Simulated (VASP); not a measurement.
# Ga (P6/mmm) in VASP: notebook, part 2 of 2

VASP 6.6.1. Earlier steps stand in the parts before.

## Step 3: Relaxation of shape and atoms at fixed volume, PBE

This run uses another cell than the first one, of 10.66 Å³/atom, 1.222 times its volume.

INCAR

```
ALGO     = Normal         # electronic algorithm
EDIFF    = 1E-6           # SCF threshold, eV
EDIFFG   = -0.005         # ionic threshold
ENCUT    = 600            # plane-wave cutoff, eV
GGA      = PE             # functional
IBRION   = 2              # ionic algorithm
ISIF     = 4              # what is computed and relaxed
ISMEAR   = -1             # smearing method
LASPH    = T              # aspherical terms in the spheres
LCHARG   = F              # write CHGCAR
LREAL    = F              # projectors in reciprocal space
LWAVE    = F              # write WAVECAR
NELM     = 100            # most SCF steps
NSW      = 50             # ionic steps
PREC     = Accurate       # precision mode
SIGMA    = 0.05           # smearing width, eV
```

KPOINTS

```
k-points
0
Gamma
  17 17 15
```

POSCAR

```
Ga
1.0
    2.3425745801      0.0000000000      0.0000000000
   -1.1712872900      2.0287290967      0.0000000000
    0.0000000000      0.0000000000      2.2426224818
Ga
1
Direct
    0.0000000000      0.0000000000      0.0000000000
```

Potentials or basis: VASP PAW PBE potentials, release 64 (Ga_d).

Run with:

```sh
$ cat potpaw_PBE.64/Ga_d/POTCAR > POTCAR
$ mpirun -np 1 vasp_std > vasp.out
```

OUTCAR:

```text
EDIFF = 1E-6
   EDIFFG = -0.005
   ENCUT = 600
   GGA = PE
   IBRION = 2
   ISIF = 4
   ISMEAR = -1
   LASPH = T
   LREAL = F
   NELM = 100
   NSW = 50
   PREC = Accurate

 ion  position               nearest neighbor table
   1  0.000  0.000  0.000-

  LATTYP: Found a hexagonal cell.
 ALAT       =     2.3425745801
 C/A-ratio  =     0.9573323730

  Lattice vectors:

 A1 = (   2.3425745801,   0.0000000000,   0.0000000000)
 A2 = (  -1.1712872900,   2.0287290967,   0.0000000000)
 A3 = (   0.0000000000,   0.0000000000,   2.2426224818)

Analysis of symmetry for initial positions (statically):
=====================================================================
 Subroutine PRICEL returns:
 Original cell was already a primitive cell.

 Routine SETGRP: Setting up the symmetry group for a
 hexagonal supercell.

 Subroutine GETGRP returns: Found 24 space group operations
 (whereof 24 operations were pure point group operations)
 out of a pool of 24 trial point group operations.

The static configuration has the point symmetry D_6h.

Analysis of symmetry for dynamics (positions and initial velocities):
=====================================================================
 Subroutine PRICEL returns:
 Original cell was already a primitive cell.
[... 258 lines left out ...]
--------------------------------------- Ionic step        4  -------------------------------------------

 number of electron      13.0000008 magnetization

 Free energy of the ion-electron system (eV)
  ---------------------------------------------------
  ext. energy  EPLUGINS =         0.00000000
  ---------------------------------------------------
  free energy    TOTEN  =        -0.89224590 eV

  energy without entropy =       -0.88908074  energy(sigma->0) =       -0.89066332

 E-fermi :  12.2601     XC(G=0): -14.1684

 val. band max:       12.2577509480   @ k =   0.2941   0.1765   0.0667
 cond. band min:      12.2632538686   @ k =   0.3529   0.1765   0.3333
 fundamental gap:      0.0055029206
 Fermi energy:        12.2601285102

 k-point     1 :       0.0000    0.0000    0.0000
  band No.  band energies     occupation
      1      -4.7730      2.00000
      2      -4.0887      2.00000
      3      -3.8528      2.00000
      4      -3.8528      2.00000
      5      -2.9124      2.00000
      6      -2.9124      2.00000
      7      24.5949      0.00000
      8      28.8392      0.00000
      9      31.6610      0.00000
     10      31.6610      0.00000
[... 287 lines left out ...]
 k-point    24 :       0.1765    0.1765    0.0000
  band No.  band energies     occupation
      1      -4.4177      2.00000
      2      -4.1382      2.00000
      3      -3.4870      2.00000
      4      -3.2541      2.00000
      5      -3.0237      2.00000
      6      -0.1999      2.00000
      7      17.9037      0.00000
      8      18.0965      0.00000
      9      28.7661      0.00000
     10      31.5748      0.00000

 [... further k-points ...]

------------------------ aborting loop because EDIFF is reached ----------------------------------------

  FORCE on cell =-STRESS in cart. coord.  units (eV):
  Direction    XX          YY          ZZ          XY          YZ          ZX
  --------------------------------------------------------------------------------------
  -------------------------------------------------------------------------------------
  Total        8.5802898      8.5802898      8.5778230      0.0000000      0.0000000     -0.0000000
  in kB     1289.8490395   1289.8490397   1289.4782054      0.0000000      0.0000000     -0.0000000
  external PRESSURE =    1289.7254282 kB  Pullay stress =       0.0000000 kB
[... 16 lines left out ...]
  FREE ENERGIE OF THE ION-ELECTRON SYSTEM (eV)
  ---------------------------------------------------
  free  energy   TOTEN  =        -0.8922458987 eV

  energy  without entropy=       -0.8890807391  energy(sigma->0) =       -0.89066332

 reached required accuracy - stopping structural energy minimisation
```

Run time: 43 s. Hardware: 1 thread of Intel Xeon Platinum 8488C (Sapphire Rapids), shared host; peak memory 0.15 GiB.

What came out:

```
Free energy               : -0.8922 eV
Energy gained by relaxing : 1.8 meV/atom
Ionic steps               : 4
Pressure after relaxing   : 129.0 GPa
```

The path:
```
step  energy change (eV)  largest force (eV/Å)  pressure (GPa)  volume (Å³)
   1              0.0000                0.0000          129.04        10.66
   2              0.0041                0.0000          128.97        10.66
   3             -0.0018                0.0000          129.03        10.66
   4             -0.0018                0.0000          128.97        10.66
```

Final structure:
```yaml
crystal:
  lattice:
    - [2.33477, 0.00000, 0.00000]
    - [-1.16738, 2.02197, 0.00000]
    - [0.00000, 0.00000, 2.25765]
  atoms:
    - { symbol: Ga, position: [0.00000, 0.00000, 0.00000] }
```

Levels at points of the mesh, in eV from the Fermi level:
| k point | band 3 | band 4 | band 5 | band 6 | band 7 | band 8 | band 9 | band 10 |
| --- | --- | --- | --- | --- | --- | --- | --- | --- |
| (0.00, 0.00, 0.00) | -16.11 | -16.11 | -15.17 | -15.17 | 12.33 | 16.58 | 19.40 | 19.40 |

## Step 4: Relaxation of shape and atoms at fixed volume, PBE

This run uses another cell than the first one, of 12.60 Å³/atom, 1.444 times its volume.

INCAR, as its differences from that of step 3:

```diff
@@ -1,3 +1,3 @@
 ALGO     = Normal         # electronic algorithm
-EDIFF    = 1E-6           # SCF threshold, eV
+EDIFF    = 1E-7           # SCF threshold, eV
 EDIFFG   = -0.005         # ionic threshold
```

KPOINTS is that of step 3.

POSCAR

```
Ga
1.0
    2.4767204042      0.0000000000      0.0000000000
   -1.2383602021      2.1449027881      0.0000000000
    0.0000000000      0.0000000000      2.3710446219
Ga
1
Direct
    0.0000000000      0.0000000000      0.0000000000
```

Run with:

```sh
$ cat potpaw_PBE.64/Ga_d/POTCAR > POTCAR
$ mpirun -np 1 vasp_std > vasp.out
```

It took 42 s on 1 thread of Intel Xeon Platinum 8488C (Sapphire Rapids), shared host; peak memory 0.16 GiB.

The run converged. Its results:

```yaml
Free_energy: -2.0007 eV
Energy_gained_by_relaxing: 1.0 meV/atom
Ionic_steps: 3
Pressure_after_relaxing: 62.3 GPa
```

Step by step:
```csv
step,energy change (eV),largest force (eV/Å),pressure (GPa),volume (Å³)
1,0.0000,0.0000,62.35,12.60
2,-0.0003,0.0000,62.28,12.60
3,-0.0010,0.0000,62.31,12.60
```

Final structure:
```xyz
1
Lattice="2.4696 0.0000 0.0000 -1.2348 2.1388 0.0000 0.0000 0.0000 2.3847" Properties=species:S:1:pos:R:3 pbc="T T T"
Ga    0.0000    0.0000    0.0000
```

Levels at points of the mesh, in eV from the Fermi level:
```
           k point  band 2  band 3  band 4  band 5  band 6  band 7  band 8  band 9  band 10
(0.00, 0.00, 0.00)  -15.56  -15.56  -14.89  -14.89  -14.51   11.12   14.92   16.90    16.90
```

## Step 5: Relaxation of shape and atoms at fixed volume, PBE

This run uses another cell than the first one, of 14.53 Å³/atom, 1.667 times its volume.

INCAR

```
PREC = Accurate
ENCUT = 600
EDIFF = 1E-6
ISMEAR = -1
SIGMA = 0.05
LREAL = F
LASPH = T
NELM = 80
ALGO = Normal
ISIF = 4
LWAVE = F
LCHARG = F
GGA = PE
IBRION = 2
NSW = 50
EDIFFG = -0.005
```

KPOINTS

```
regular mesh
0
Gamma
  17 17 15
```

POSCAR

```
Ga
1.0
    2.5977236662      0.0000000000      0.0000000000
   -1.2988618331      2.2496946870      0.0000000000
    0.0000000000      0.0000000000      2.4868849619
Ga
1
Direct
    0.0000000000      0.0000000000      0.0000000000
```

Run with:

```sh
$ cat potpaw_PBE.64/Ga_d/POTCAR > POTCAR
$ mpirun -np 1 vasp_std > vasp.out
```

Wall time 29 s (1 thread of Intel Xeon Platinum 8488C (Sapphire Rapids), shared host); peak memory 0.17 GiB.

Results (log left out):

```yaml
Free_energy: -2.5327 eV
Energy_gained_by_relaxing: 0.1 meV/atom
Ionic_steps: 3
Pressure_after_relaxing: 29.2 GPa
```

The path:
```
step  energy change (eV)  largest force (eV/Å)  pressure (GPa)  volume (Å³)
   1              0.0000                0.0000           29.21        14.53
   2             -0.0001                0.0000           29.24        14.53
   3             -0.0001                0.0000           29.24        14.53
```

Final structure:
```yaml
crystal:
  lattice:
    - [2.59451, 0.00000, 0.00000]
    - [-1.29725, 2.24691, 0.00000]
    - [0.00000, 0.00000, 2.49305]
  atoms:
    - { symbol: Ga, position: [0.00000, 0.00000, 0.00000] }
```

Levels at points of the mesh, in eV from the Fermi level:
```tsv
k point	band 4	band 5	band 6	band 7	band 8	band 9
(0.00, 0.00, 0.00)	-14.71	-14.71	-13.10	10.29	13.80	14.90
```

## Step 6: Summary

| cell | gap on the mesh (eV) | pressure (GPa) |
| --- | --- | --- |
| relaxed from a = 2.191, b = 2.191, c = 2.098 Å, angles 90.0, 90.0, 120.0°, 1 atom | none | 276.2 |
| relaxed from a = 2.343, b = 2.343, c = 2.243 Å, angles 90.0, 90.0, 120.0°, 1 atom | none | 129.0 |
| relaxed from a = 2.477, b = 2.477, c = 2.371 Å, angles 90.0, 90.0, 120.0°, 1 atom | none | 62.3 |
| relaxed from a = 2.598, b = 2.598, c = 2.487 Å, angles 90.0, 90.0, 120.0°, 1 atom | none | 29.2 |

Alike in all rows: task relaxation of shape and atoms at fixed volume; level PBE; potentials or basis VASP PAW PBE potentials, release 64 (Ga_d); no spin polarisation; k mesh 17 × 17 × 15; cutoff (eV) 600; smearing fermi-dirac 0.05 eV.

Total energies depend on the potentials used, so only differences within one code and one set of settings carry meaning.
